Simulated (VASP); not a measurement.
# Bi (P6_3/mmc) in VASP: a series of runs, part 2 of 2

VASP 6.6.1. The steps go on from the part before.

**3. Single point, PBEsol (equal xx and yy strain of +2 %)**

File INCAR:

```
PREC = Accurate
ENCUT = 520
EDIFF = 1E-6
ISMEAR = -1
SIGMA = 0.03
LREAL = F
LASPH = T
NELM = 60
ALGO = Normal
ISIF = 2
LWAVE = F
LCHARG = T
GGA = PS
LELF = T
LVHAR = T
NBANDS = 22
```

File KPOINTS:

```
Automatic mesh
0
Gamma
  9 9 3
```

File POSCAR:

```
Bi
1.0
    4.6297803057      0.0000000000      0.0000000000
   -2.3148901529      4.0095073588      0.0000000000
    0.0000000000      0.0000000000     11.8290000000
Bi
2
Direct
    0.3333333333      0.6666666667      0.2500000000
    0.6666666667      0.3333333333      0.7500000000
```

Potentials or basis: VASP PAW PBE potentials, release 64 (Bi_d).

The run is started by

```sh
$ cat potpaw_PBE.64/Bi_d/POTCAR > POTCAR
$ mpirun -np 1 vasp_std > vasp.out
```

OUTCAR:

```text
PREC = Accurate
   ENCUT = 520
   EDIFF = 1E-6
   ISMEAR = -1
   LREAL = F
   LASPH = T
   NELM = 60
   ISIF = 2
   GGA = PS

 ion  position               nearest neighbor table
   1  0.333  0.667  0.250-
   2  0.667  0.333  0.750-

  LATTYP: Found a hexagonal cell.
 ALAT       =     4.6297803057
 C/A-ratio  =     2.5549808455

  Lattice vectors:

 A1 = (   4.6297803057,   0.0000000000,   0.0000000000)
 A2 = (  -2.3148901529,   4.0095073588,   0.0000000000)
 A3 = (   0.0000000000,   0.0000000000,  11.8290000000)

Analysis of symmetry for initial positions (statically):
=====================================================================
 Subroutine PRICEL returns:
 Original cell was already a primitive cell.

 Routine SETGRP: Setting up the symmetry group for a
 hexagonal supercell.

 Subroutine GETGRP returns: Found 24 space group operations
 (whereof 12 operations were pure point group operations)
 out of a pool of 24 trial point group operations.

The static configuration has the point symmetry D_3d.
 The point group associated with its full space group is D_6h.

Analysis of symmetry for dynamics (positions and initial velocities):
=====================================================================
 Subroutine PRICEL returns:
 Original cell was already a primitive cell.

 Routine SETGRP: Setting up the symmetry group for a
 hexagonal supercell.

 Subroutine GETGRP returns: Found 24 space group operations
 (whereof 12 operations were pure point group operations)
 out of a pool of 24 trial point group operations.

The dynamic configuration has the point symmetry D_3d.
 The point group associated with its full space group is D_6h.

 Subroutine INISYM returns: Found 24 space group operations
 (whereof 12 operations are pure point group operations),
 and found     1 'primitive' translations

----------------------------------------------------------------------------------------

                                     Primitive cell

  volume of cell :     219.5834

  direct lattice vectors                    reciprocal lattice vectors
     4.629780306  0.000000000  0.000000000     0.215992970  0.124703600  0.000000000
    -2.314890153  4.009507359  0.000000000     0.000000000  0.249407199  0.000000000
     0.000000000  0.000000000 11.829000000     0.000000000  0.000000000  0.084538000

  length of vectors
     4.629780306  4.629780306 11.829000000     0.249407199  0.249407199  0.084538000

  position of ions in fractional coordinates (direct lattice)
     0.333333333  0.666666667  0.250000000
     0.666666667  0.333333333  0.750000000

  ion indices of the primitive-cell ions
   primitive index   ion index
                 1           1
                 2           2

----------------------------------------------------------------------------------------

 KPOINTS: Automatic mesh

Automatic generation of k-mesh.
 Grid dimensions read from file:
 generate k-points for:    9    9    3

 Generating k-lattice:

  Cartesian coordinates                     Fractional coordinates (reciprocal lattice)
     0.023999219  0.013855956  0.000000000     0.111111111 -0.000000000  0.000000000
     0.000000000  0.027711911  0.000000000     0.000000000  0.111111111  0.000000000
     0.000000000  0.000000000  0.028179333     0.000000000  0.000000000  0.333333333

  Length of vectors
     0.027711911  0.027711911  0.028179333

  Shift w.r.t. Gamma in fractional coordinates (k-lattice)
     0.000000000  0.000000000  0.000000000

 Subroutine IBZKPT returns following result:
 ===========================================

 Found     24 irreducible k-points:

 Following reciprocal coordinates:
            Coordinates               Weight
  0.000000  0.000000  0.000000      1.000000
  0.111111 -0.000000  0.000000      6.000000
  0.222222 -0.000000  0.000000      6.000000
  0.333333 -0.000000  0.000000      6.000000
  0.444444 -0.000000  0.000000      6.000000
  0.111111  0.111111  0.000000      6.000000
[... 16 lines left out ...]
  0.333333  0.222222  0.333333     24.000000
  0.333333  0.333333  0.333333      4.000000
   k-points           NKPTS =     24   k-points in BZ     NKDIM =     24   number of bands    NBANDS=     22
   number of dos      NEDOS =    301   number of ions     NIONS =      2
   total plane-waves  NPLWV = 116640
   dimension x,y,z NGX =    36 NGY =   36 NGZ =   90
   dimension x,y,z NGXF=    72 NGYF=   72 NGZF=  180
   ions per type =               2
   NGX,Y,Z   is equivalent  to a cutoff of  12.93, 12.93, 12.65 a.u.
   NGXF,Y,Z  is equivalent  to a cutoff of  25.85, 25.85, 25.30 a.u.
 SYSTEM =  unknown system
   PREC   = accura    normal or accurate (medium, high low for compatibility)
   ISTART =      0    job   : 0-new  1-cont  2-samecut
   ICHARG =      2    charge: 1-file 2-atom 10-const
   ISPIN  =      1    spin polarized calculation?
   LNONCOLLINEAR =      F non collinear calculations
   LSORBIT =      F    spin-orbit coupling
   LASPH  =      T    aspherical Exc in radial PAW
   ENCUT  =  520.0 eV  38.22 Ry    6.18 a.u.   8.61  8.61 21.99*2*pi/ulx,y,z
   NELM   =     60;   NELMIN=  2; NELMDL= -5     # of ELM steps
   EDIFF  = 0.1E-05   stopping-criterion for ELM
   LREAL  =      F    real-space projection
   EDIFFG = 0.1E-04   stopping-criterion for IOM
   NSW    =      0    number of steps for IOM
   IBRION =     -1    ionic relax: 0-MD 1-quasi-New 2-CG
   NFREE  =      0    steps in history (QN), initial steepest desc. (CG)
   ISIF   =      2    stress and relaxation
   ISYM   =      2    0-nonsym 1-usesym 2-fastsym
   POTIM  = 0.5000    time-step for ionic-motion
   TEBEG  =    0.0;   TEEND  =   0.0 temperature during run
   PSTRESS=    0.0 pullay stress
   NELECT =      30.0000    total number of electrons
   NUPDOWN=      -1.0000    fix difference up-down
   EMIN   =  10.00;   EMAX   =-10.00  energy-range for DOS
   EFERMI =   0.00;   METHOD = LEGACY
   ISMEAR =    -1;   SIGMA  =   0.03  broadening in eV -4-tet -1-fermi 0-gaus
   EFERMI_NEDOS =   21; number of points for ismear=-14 and -15
   IALGO  =     38    algorithm
   IMIX   =      4    mixing-type and parameters
     AMIX     =   0.40;   BMIX     =  1.00
     AMIX_MAG =   1.60;   BMIX_MAG =  1.00
  volume/ion in A,a.u.               =     109.79       740.91
  Fermi-wavevector in a.u.,A,eV,Ry     =   0.843171  1.593361  9.672880  0.710937
  Thomas-Fermi vector in A             =   1.957995
   LORBIT       =      0    0 simple, 1 ext, 2 COOP (PROOUT), +10 PAW based schemes
   GGA     = PS    functional components
   LHFCALC =     F    Hartree Fock is set to
   AEXX    =    0.0000 exact exchange contribution
   IVDW    =     0    specifies the selected vdW correction
   LEPSILON=     F    determine dielectric tensor
   LRPA    =     F    only Hartree local field effects (RPA)
 non-spin polarized calculation
  energy-cutoff  :      520.00
  volume of cell :      219.58
 maximum number of plane-waves:      5949
 NGX is ok and might be reduce to    36
   NGX = 17   NGY = 17   NGZ = 43

 number of electron      29.9999999 magnetization

 Free energy of the ion-electron system (eV)
  ---------------------------------------------------
  ext. energy  EPLUGINS =         0.00000000
  ---------------------------------------------------
  free energy    TOTEN  =        -3.11809702 eV

  energy without entropy =       -3.09448631  energy(sigma->0) =       -3.10629166

 E-fermi :  -1.2973     XC(G=0):  -5.3172

 val. band max:       -1.3008483837   @ k =   0.3333   0.1111   0.3333
 cond. band min:      -1.2902326542   @ k =   0.4444  -0.0000   0.0000
 fundamental gap:      0.0106157295
 Fermi energy:        -1.2973127286

 k-point     1 :       0.0000    0.0000    0.0000
  band No.  band energies     occupation
      1     -24.0686      2.00000
      2     -24.0685      2.00000
      3     -24.0651      2.00000
      4     -24.0651      2.00000
      5     -24.0651      2.00000
      6     -24.0651      2.00000
[... 14 lines left out ...]
     21       4.3288      0.00000
     22       4.5206      0.00000
[... 552 lines left out ...]
  band No.  band energies     occupation
      1     -24.0664      2.00000
      2     -24.0664      2.00000
      3     -24.0664      2.00000
      4     -24.0664      2.00000
      5     -24.0653      2.00000
      6     -24.0653      2.00000
[... 14 lines left out ...]
     21       4.2323      0.00000
     22       4.7462      0.00000

------------------------ aborting loop because EDIFF is reached ----------------------------------------

  FORCE on cell =-STRESS in cart. coord.  units (eV):
  Direction    XX          YY          ZZ          XY          YZ          ZX
  --------------------------------------------------------------------------------------
  -------------------------------------------------------------------------------------
  Total       -6.4895386     -6.4895386     -0.5589252      0.0000000     -0.0000000      0.0000000
  in kB      -47.3505442    -47.3505442     -4.0781654      0.0000000     -0.0000000      0.0000000
  external PRESSURE =     -32.9264179 kB  Pullay stress =       0.0000000 kB

 VOLUME and BASIS-vectors are now :
 -----------------------------------------------------------------------------
  energy-cutoff  :      520.00
  volume of cell :      219.58
      direct lattice vectors                 reciprocal lattice vectors
     4.629780306  0.000000000  0.000000000     0.215992970  0.124703600  0.000000000
    -2.314890153  4.009507359  0.000000000     0.000000000  0.249407199  0.000000000
     0.000000000  0.000000000 11.829000000     0.000000000  0.000000000  0.084538000

 POSITION                                       TOTAL-FORCE (eV/Angst)
 -----------------------------------------------------------------------------------
     -0.00000      2.67300      2.95725        -0.000000      0.000000      0.000000
      2.31489      1.33650      8.87175         0.000000     -0.000000      0.000000
 -----------------------------------------------------------------------------------
    total drift:                                0.000000     -0.000000      0.000000

  FREE ENERGIE OF THE ION-ELECTRON SYSTEM (eV)
  ---------------------------------------------------
  free  energy   TOTEN  =        -3.1180970191 eV

  energy  without entropy=       -3.0944863077  energy(sigma->0) =       -3.10629166
```

OSZICAR:

```text
N       E                     dE             d eps       ncg     rms          rms(c)
DAV:   1     0.261709743467E+03    0.26171E+03   -0.14220E+04  1128   0.116E+03
DAV:   2     0.170104560945E+02   -0.24470E+03   -0.24106E+03  1146   0.316E+02
DAV:   3    -0.246708405431E+01   -0.19478E+02   -0.19274E+02  1272   0.116E+02
DAV:   4    -0.310818752491E+01   -0.64110E+00   -0.64002E+00  1322   0.235E+01
DAV:   5    -0.313104683663E+01   -0.22859E-01   -0.22858E-01  1534   0.412E+00    0.753E-01
DAV:   6    -0.311650132273E+01    0.14546E-01   -0.38094E-02  1220   0.149E+00    0.479E-01
DAV:   7    -0.311660496153E+01   -0.10364E-03   -0.41116E-02  1206   0.125E+00    0.129E-01
DAV:   8    -0.311770180516E+01   -0.10968E-02   -0.27612E-03  1134   0.644E-01    0.511E-02
DAV:   9    -0.311802471270E+01   -0.32291E-03   -0.26577E-04  1206   0.796E-02    0.203E-02
DAV:  10    -0.311808546516E+01   -0.60752E-04   -0.50318E-05  1126   0.305E-02    0.367E-03
DAV:  11    -0.311809618752E+01   -0.10722E-04   -0.10473E-05   960   0.209E-02    0.187E-03
DAV:  12    -0.311809701912E+01   -0.83160E-06   -0.18378E-06  1008   0.121E-02
   1 F= -.31180970E+01 E0= -.31062917E+01  d E =-.236107E-01
```

Wall time 88 s (1 thread of Intel Xeon Platinum 8259CL at 2.50GHz (Skylake/Cascade Lake), shared host); peak memory 0.36 GiB.

What came out:

* Free energy: -3.1181 eV
* Pressure: -3.3 GPa
* Band gap on the k mesh: zero (bands 15 and 16 overlap by 1.92 eV)

Caveat: the cell differs from its parent crystal (equal xx and yy strain of +2 %); the cell stands under tension; the PAW data sets were made with another functional, which shifts forces and pressure a little; spin-orbit coupling is left out, which moves the levels of the heavy elements.
